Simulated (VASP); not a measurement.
# ZrB2 (P6/mmm) in VASP: settings compared, part 3 of 3

VASP 6.6.1.

## (6) Relaxation of cell and atoms, r2SCAN+U

POSCAR reads:

```
ZrB2
1.0
    3.1700000000      0.0000000000      0.0000000000
   -1.5850000000      2.7453005300      0.0000000000
    0.0000000000      0.0000000000      3.5330000000
Zr B
1 2
Direct
    0.0000000000      0.0000000000      0.0000000000
    0.6666666667      0.3333333333      0.5000000000
    0.3333333333      0.6666666667      0.5000000000
```

INCAR.step1 reads:

```
SYSTEM = ZrB2
  ALGO = Normal
  EDIFF = 1E-4
  ENCUT = 600
  GGA = PE
  ISMEAR = -1
  LASPH = .True.
  LCHARG = .False.
  LDAU = .True.
  LDAUJ = 0 0
  LDAUL = 2 -1
  LDAUTYPE = 2
  LDAUU = 8 0
  LMAXMIX = 4
  LREAL = .False.
  LWAVE = .True.
  NELM = 150
  PREC = Accurate
  SIGMA = 0.05
```

INCAR.step2 reads:

```
SYSTEM = ZrB2
  ALGO = Normal
  EDIFF = 1E-7
  EDIFFG = -0.01
  ENCUT = 600
  IBRION = 2
  ISIF = 3
  ISMEAR = -1
  ISTART = 1
  LASPH = .True.
  LCHARG = .False.
  LDAU = .True.
  LDAUJ = 0 0
  LDAUL = 2 -1
  LDAUPRINT = 1
  LDAUTYPE = 2
  LDAUU = 8 0
  LMAXMIX = 4
  LMIXTAU = .True.
  LREAL = .False.
  LWAVE = .False.
  METAGGA = R2SCAN
  NELM = 150
  NSW = 60
  PREC = Accurate
  SIGMA = 0.05
```

KPOINTS reads:

```
k-points
0
Gamma
  10 10 8
  0 0 0
```

Potentials or basis: VASP PAW PBE potentials, release 64 (Zr_sv, B).

Command:

```
cat potpaw_PBE.64/Zr_sv/POTCAR potpaw_PBE.64/B/POTCAR > POTCAR
cp INCAR.step1 INCAR
mpirun -np 1 vasp_std > vasp.out
cp INCAR.step2 INCAR
mpirun -np 1 vasp_std > vasp.out
```

OUTCAR:

```text
SYSTEM = ZrB2
   EDIFF = 1E-7
   EDIFFG = -0.01
   ENCUT = 600
   IBRION = 2
   ISIF = 3
   ISMEAR = -1
   ISTART = 1
   LASPH = .True.
   LREAL = .False.
   METAGGA = R2SCAN
   NELM = 150
   NSW = 60
   PREC = Accurate

 ion  position               nearest neighbor table
   1  0.000  0.000  0.000-   2 2.54   3 2.54   2 2.54   3 2.54   2 2.54   2 2.54   3 2.54   3 2.54
                             2 2.54   2 2.54   3 2.54   3 2.54
   2  0.667  0.333  0.500-   3 1.83   3 1.83   3 1.83   1 2.54   1 2.54   1 2.54   1 2.54   1 2.54
                             1 2.54
   3  0.333  0.667  0.500-   2 1.83   2 1.83   2 1.83   1 2.54   1 2.54   1 2.54   1 2.54   1 2.54
                             1 2.54

  LATTYP: Found a hexagonal cell.
 ALAT       =     3.1700000000
 C/A-ratio  =     1.1145110410

  Lattice vectors:

 A1 = (   3.1700000000,   0.0000000000,   0.0000000000)
 A2 = (  -1.5850000000,   2.7453005300,   0.0000000000)
 A3 = (   0.0000000000,   0.0000000000,   3.5330000000)

Analysis of symmetry for initial positions (statically):
=====================================================================
 Subroutine PRICEL returns:
 Original cell was already a primitive cell.

 Routine SETGRP: Setting up the symmetry group for a
 hexagonal supercell.

 Subroutine GETGRP returns: Found 24 space group operations
 (whereof 24 operations were pure point group operations)
 out of a pool of 24 trial point group operations.

The static configuration has the point symmetry D_6h.

Analysis of symmetry for dynamics (positions and initial velocities):
=====================================================================
 Subroutine PRICEL returns:
 Original cell was already a primitive cell.

 Routine SETGRP: Setting up the symmetry group for a
 hexagonal supercell.

 Subroutine GETGRP returns: Found 24 space group operations
 (whereof 24 operations were pure point group operations)
 out of a pool of 24 trial point group operations.

The dynamic configuration has the point symmetry D_6h.

 Subroutine INISYM returns: Found 24 space group operations
 (whereof 24 operations are pure point group operations),
 and found     1 'primitive' translations

----------------------------------------------------------------------------------------

                                     Primitive cell

  volume of cell :      30.7463

  direct lattice vectors                    reciprocal lattice vectors
     3.170000000  0.000000000  0.000000000     0.315457413  0.182129422  0.000000000
    -1.585000000  2.745300530  0.000000000     0.000000000  0.364258845  0.000000000
     0.000000000  0.000000000  3.533000000     0.000000000  0.000000000  0.283045570

  length of vectors
     3.170000000  3.170000000  3.533000000     0.364258845  0.364258845  0.283045570

  position of ions in fractional coordinates (direct lattice)
     0.000000000  0.000000000  0.000000000
     0.666666667  0.333333333  0.500000000
     0.333333333  0.666666667  0.500000000

  ion indices of the primitive-cell ions
   primitive index   ion index
                 1           1
                 2           2
[... 114 lines left out ...]
   NGX = 13   NGY = 13   NGZ = 15

--------------------------------------- Ionic step        1  -------------------------------------------

 number of electron      18.0000000 magnetization

 Free energy of the ion-electron system (eV)
  ---------------------------------------------------
  ext. energy  EPLUGINS =         0.00000000
  ---------------------------------------------------
  free energy    TOTEN  =       -35.30212634 eV

  energy without entropy =      -35.29946892  energy(sigma->0) =      -35.30079763

------------------------ aborting loop because EDIFF is reached ----------------------------------------

  FORCE on cell =-STRESS in cart. coord.  units (eV):
  Direction    XX          YY          ZZ          XY          YZ          ZX
  --------------------------------------------------------------------------------------
  -------------------------------------------------------------------------------------
  Total        3.4598834      3.4598834      4.7489175      0.0000000      0.0000000      0.0000000
  in kB      180.2931587    180.2931587    247.4642205      0.0000000      0.0000000      0.0000000
  external PRESSURE =     202.6835126 kB  Pullay stress =       0.0000000 kB
[... 24 lines left out ...]
--------------------------------------- Ionic step        2  -------------------------------------------

 number of electron      17.9999999 magnetization

 E-fermi :   9.7779     XC(G=0): -12.4621

 val. band max:        9.7278952564   @ k =   0.1000   0.1000   0.2500
 cond. band min:       9.8037126664   @ k =   0.0000   0.0000   0.2500
 fundamental gap:      0.0758174100
 Fermi energy:         9.7779285211

 k-point     1 :       0.0000    0.0000    0.0000
  band No.  band energies     occupation
      1     -43.4826      2.00000
      2     -20.7605      2.00000
      3     -20.4035      2.00000
      4     -20.4035      2.00000
      5      -3.6667      2.00000
      6       6.2311      2.00000
      7       7.2209      2.00000
      8       7.2303      2.00000
      9       7.2303      2.00000
     10      12.9939      0.00000
     11      13.4765      0.00000
     12      13.4765      0.00000
     13      13.5121      0.00000
[... 472 lines left out ...]
  FREE ENERGIE OF THE ION-ELECTRON SYSTEM (eV)
  ---------------------------------------------------
  free  energy   TOTEN  =       -35.4576786803 eV

  energy  without entropy=      -35.4550579264  energy(sigma->0) =      -35.45636830

atom =   1  type =  1  l = 2

 onsite density matrix

spin component  1

  0.1471 -0.0000 -0.0000 -0.0000 -0.0000
 -0.0000  0.1200  0.0000 -0.0000 -0.0000
 -0.0000  0.0000  0.1183  0.0000  0.0000
 -0.0000 -0.0000  0.0000  0.1200 -0.0000
 -0.0000 -0.0000  0.0000 -0.0000  0.1471

spin component  2

  0.1471 -0.0000 -0.0000 -0.0000 -0.0000
 -0.0000  0.1200  0.0000 -0.0000 -0.0000
 -0.0000  0.0000  0.1183  0.0000  0.0000
 -0.0000 -0.0000  0.0000  0.1200 -0.0000
 -0.0000 -0.0000  0.0000 -0.0000  0.1471

 occupancies and eigenvectors

  o =  0.1183  v =  0.0000 -0.0000  1.0000 -0.0000 -0.0000  0.0000  0.0000  0.0000  0.0000  0.0000      0.0000  0.0000  0.0000  0.0000  0.0000  0.0000  0.0000  0.0000  0.0000  0.0000
  o =  0.1183  v =  0.0000  0.0000  0.0000  0.0000  0.0000  0.0000 -0.0000  1.0000 -0.0000 -0.0000      0.0000  0.0000  0.0000  0.0000  0.0000  0.0000  0.0000  0.0000  0.0000  0.0000
  o =  0.1200  v =  0.0000  0.0000  0.0000  1.0000  0.0000  0.0000  0.0000  0.0000  0.0000  0.0000      0.0000  0.0000  0.0000  0.0000  0.0000  0.0000  0.0000  0.0000  0.0000  0.0000
  o =  0.1200  v =  0.0000  0.0000  0.0000  0.0000  0.0000  0.0000  0.0000  0.0000  1.0000  0.0000      0.0000  0.0000  0.0000  0.0000  0.0000  0.0000  0.0000  0.0000  0.0000  0.0000
  o =  0.1200  v =  0.0000  0.0000  0.0000  0.0000  0.0000  0.0000 -1.0000 -0.0000  0.0000  0.0000      0.0000  0.0000  0.0000  0.0000  0.0000  0.0000  0.0000  0.0000  0.0000  0.0000
  o =  0.1200  v =  0.0000 -1.0000 -0.0000  0.0000  0.0000  0.0000  0.0000  0.0000  0.0000  0.0000      0.0000  0.0000  0.0000  0.0000  0.0000  0.0000  0.0000  0.0000  0.0000  0.0000
  o =  0.1471  v =  0.0000  0.0000  0.0000  0.0000  0.0000  0.0000  0.0000  0.0000 -0.0000  1.0000      0.0000  0.0000  0.0000  0.0000  0.0000  0.0000  0.0000  0.0000  0.0000  0.0000
  o =  0.1471  v =  0.0000  0.0000  0.0000 -0.0000  1.0000  0.0000  0.0000  0.0000  0.0000  0.0000      0.0000  0.0000  0.0000  0.0000  0.0000  0.0000  0.0000  0.0000  0.0000  0.0000
  o =  0.1471  v =  1.0000  0.0000  0.0000  0.0000  0.0000  0.0000  0.0000  0.0000  0.0000  0.0000      0.0000  0.0000  0.0000  0.0000  0.0000  0.0000  0.0000  0.0000  0.0000  0.0000
  o =  0.1471  v =  0.0000  0.0000  0.0000  0.0000  0.0000  1.0000  0.0000  0.0000  0.0000  0.0000      0.0000  0.0000  0.0000  0.0000  0.0000  0.0000  0.0000  0.0000  0.0000  0.0000

--------------------------------------- Ionic step        5  -------------------------------------------

 number of electron      18.0000000 magnetization

 Free energy of the ion-electron system (eV)
  ---------------------------------------------------
  ext. energy  EPLUGINS =         0.00000000
  ---------------------------------------------------
  free energy    TOTEN  =       -35.46237970 eV

  energy without entropy =      -35.45975580  energy(sigma->0) =      -35.46106775

 E-fermi :  10.8370     XC(G=0): -12.9654

 val. band max:       10.8037518438   @ k =   0.2000   0.2000   0.1250
 cond. band min:      10.8619599447   @ k =   0.0000   0.0000   0.2500
 fundamental gap:      0.0582081008
 Fermi energy:        10.8370046098

 k-point     1 :       0.0000    0.0000    0.0000
  band No.  band energies     occupation
      1     -41.9733      2.00000
      2     -19.3071      2.00000
      3     -18.8433      2.00000
      4     -18.8433      2.00000
      5      -3.1626      2.00000
      6       7.2027      2.00000
      7       8.1322      2.00000
      8       8.1473      2.00000
      9       8.1473      2.00000
     10      14.7647      0.00000
     11      14.9758      0.00000
     12      15.0322      0.00000
     13      15.0322      0.00000
[... 398 lines left out ...]
  FREE ENERGIE OF THE ION-ELECTRON SYSTEM (eV)
  ---------------------------------------------------
  free  energy   TOTEN  =       -35.4623796961 eV

  energy  without entropy=      -35.4597557979  energy(sigma->0) =      -35.46106775

 reached required accuracy - stopping structural energy minimisation
```

It took 14 min on 1 thread of Oxide Virtual Turin-like, shared host; peak memory 0.16 GiB.

What came out:

```
Free energy                            : -35.4624 eV
Relaxed volume                         : 11.10 Å³/atom
Relaxed cell                           : a = 3.230 Å, b = 3.230 Å, c = 3.683 Å, α = 90.00°, β = 90.00°, γ = 120.00°
Space group after relaxing (to 0.05 Å) : P6/mmm (No. 191)
Energy gained by relaxing              : 53.4 meV/atom
Ionic steps                            : 5
Pressure after relaxing                : 0.0 GPa
Band gap on the k mesh                 : zero (band 9 reaches 11.93 eV, above the bottom of band 10 at 10.62 eV)
```

Stress tensor (GPa, compression positive):
```
0.02 0.00 0.00
0.00 0.02 0.00
0.00 0.00 0.11
```

The path:
```tsv
step	energy change (eV)	largest force (eV/Å)	pressure (GPa)	volume (Å³)
1	0.0000	0.0000	20.27	30.75
2	0.0684	0.0000	-18.74	36.88
3	-0.1555	0.0000	-0.72	33.37
4	-0.1556	0.0000	-0.36	33.31
5	-0.1603	0.0000	0.05	33.29
```

Final structure:
```cif
data_structure
_symmetry_space_group_name_H-M 'P 1'
_symmetry_Int_Tables_number 1
_cell_length_a 3.2303
_cell_length_b 3.2303
_cell_length_c 3.6834
_cell_angle_alpha 90.000
_cell_angle_beta 90.000
_cell_angle_gamma 120.000
_cell_volume 33.29
loop_
_atom_site_label
_atom_site_type_symbol
_atom_site_fract_x
_atom_site_fract_y
_atom_site_fract_z
_atom_site_occupancy
Zr1 Zr 0.00000 0.00000 0.00000 1
B1 B 0.66667 0.33333 0.50000 1
B2 B 0.33333 0.66667 0.50000 1
```

Levels at points of the mesh, in eV from the Fermi level:
```tsv
k point	band 7	band 8	band 9	band 10	band 11	band 12
(0.00, 0.00, 0.00)	-2.70	-2.69	-2.69	3.93	4.14	4.20
(0.50, 0.00, 0.00)	-4.05	-3.75	-2.48	1.31	2.97	4.87
(0.00, 0.00, 0.50)	-1.45	-1.45	0.87	0.87	1.22	1.22
(0.50, 0.00, 0.50)	-4.75	-4.45	-3.40	3.15	3.98	5.86
```

Eigenvalues of the final occupation matrices:
```csv
site,spin,trace,eigenvalues
site 1 d,1,0.65,0.12 0.12 0.12 0.15 0.15
site 1 d,2,0.65,0.12 0.12 0.12 0.15 0.15
```

Caveat: the PAW data sets were made with another functional, which shifts forces and pressure a little; U without spin polarisation on a metal has little footing; the U is typed as a test and isn't derived for this compound.

## (7) The runs side by side

| task | level | spin | U | cell | k mesh | cutoff (eV) | gap on the mesh (eV) | pressure (GPa) | relaxed volume (Å³/atom) |
| --- | --- | --- | --- | --- | --- | --- | --- | --- | --- |
| relaxation of cell and atoms | PBE | off | - | relaxed | 10 × 10 × 8 | 600 | none | 0.0 | 10.29 |
| relaxation of cell and atoms | BLYP+D4 | off | - | relaxed | 10 × 10 × 8 | 600 | none | 0.0 | 10.10 |
| single point | PBE | non-collinear, zero start, SOC | - | as given | 7 × 7 × 6 | 520 | - | 0.9 | - |
| relaxation of cell and atoms | r2SCAN+U | off | Zr d U = 6.0 eV | relaxed | 10 × 10 × 8 | 600 | none | 0.1 | 10.88 |
| relaxation of cell and atoms | r2SCAN+U | off | Zr d U = 8.0 eV | relaxed | 10 × 10 × 8 | 600 | none | 0.0 | 11.10 |

Alike in all rows: potentials or basis VASP PAW PBE potentials, release 64 (Zr_sv, B); smearing fermi-dirac 0.05 eV.

Caveats: the PAW data sets were made with another functional, which shifts forces and pressure a little (some runs); U without spin polarisation on a metal has little footing (some runs); the U is typed as a test and isn't derived for this compound (some runs); pairwise dispersion overbinds metals, which lowers pressure and volume (some runs).

Total energies depend on the potentials used, so only differences within one code and one set of settings carry meaning.
